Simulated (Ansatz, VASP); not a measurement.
One calculation of SnRu4, two programs

INCAR

```
PREC = Accurate ; ENCUT = 500
EDIFF = 1E-6 ; ISMEAR = 0
SIGMA = 0.1 ; LREAL = False
LASPH = True ; NELM = 200
ALGO = Normal ; ISIF = 2
LWAVE = False ; LCHARG = False
ISPIN = 2 ; MAGMOM = 0 1 1 1 1
LORBIT = 11 ; LMAXMIX = 4
GGA = PE ; NBANDS = 47
GGA_COMPAT = False
```

File KPOINTS:

```
Automatic mesh
0
Gamma
  4 4 6
```

The input POSCAR:

```
SnRu4
1.0
    6.1810363794      0.0000000000      0.0000000000
    0.0000000000      6.1810363794      0.0000000000
    0.0000000000      0.0000000000      2.6596367876
Sn Ru
1 4
Direct
    0.5000000000      0.5000000000      0.5000000000
    0.1867411012      0.1867411012      0.5000000000
    0.8132588988      0.8132588988      0.5000000000
    0.1867411012      0.8132588988      0.5000000000
    0.8132588988      0.1867411012      0.5000000000
```

Input for Ansatz:

```yaml
crystal:
  lattice:
    - [6.1810363794, 0.0, 0.0]
    - [0.0, 6.1810363794, 0.0]
    - [0.0, 0.0, 2.6596367876]
  atoms:
    - { symbol: Sn, position: [0.5, 0.5, 0.5] }
    - { symbol: Ru, position: [0.1867411012, 0.1867411012, 0.5], spin: 1.0 }
    - { symbol: Ru, position: [0.8132588988, 0.8132588988, 0.5], spin: 1.0 }
    - { symbol: Ru, position: [0.1867411012, 0.8132588988, 0.5], spin: 1.0 }
    - { symbol: Ru, position: [0.8132588988, 0.1867411012, 0.5], spin: 1.0 }
basis:
  ecutwfc: 420
kpoints:
  mp_grid: { grid: [4, 4, 6] }
hamiltonian:
  xc: pbe
scf:
  occupations: { method: gaussian, width: 0.1 }
  lower_state_search: "off"
output:
  forces: true
  stress: true
  eigenvalues: true
  populations: true
magnetization:
  spin_polarized: true
```

Alike in both runs: task single point; functional PBE; k mesh 4 × 4 × 6; occupations gaussian, width 0.1 eV; collinear spin.

```csv
,VASP,Ansatz
version,VASP 6.6.1,Ansatz 0.2.0
potentials or method,"VASP PAW PBE potentials, release 64 (Sn_d, Ru_pv), cutoff 500 eV","scalar-relativistic, plane waves, PAW"
valence electrons in the cell,70,78
```

```tsv
	VASP	Ansatz	Ansatz less VASP
gap on the k mesh at the Fermi level (eV)	none	none	-
pressure (GPa)	0.2	0.0	-0.25
traceless stress, the component that is largest in VASP (GPa)	-0.47	-0.21	+0.259
rms of the force components (eV/Å)	0.054	0.014	-0.0399
net moment per atom (μB)	0.00	0.00	0.000
```

Atom by atom the forces differ by 0.040 eV/Å (rms over components). A gap of «none» marks a metal or a gap that the smearing closes. VASP's potentials hold 70 valence electrons a cell and Ansatz's 78, so a difference there can come from the potentials and not from the codes. Ansatz's warnings: seeded moment not kept.

The k mesh is coarse, so the values compare programs but aren't converged.
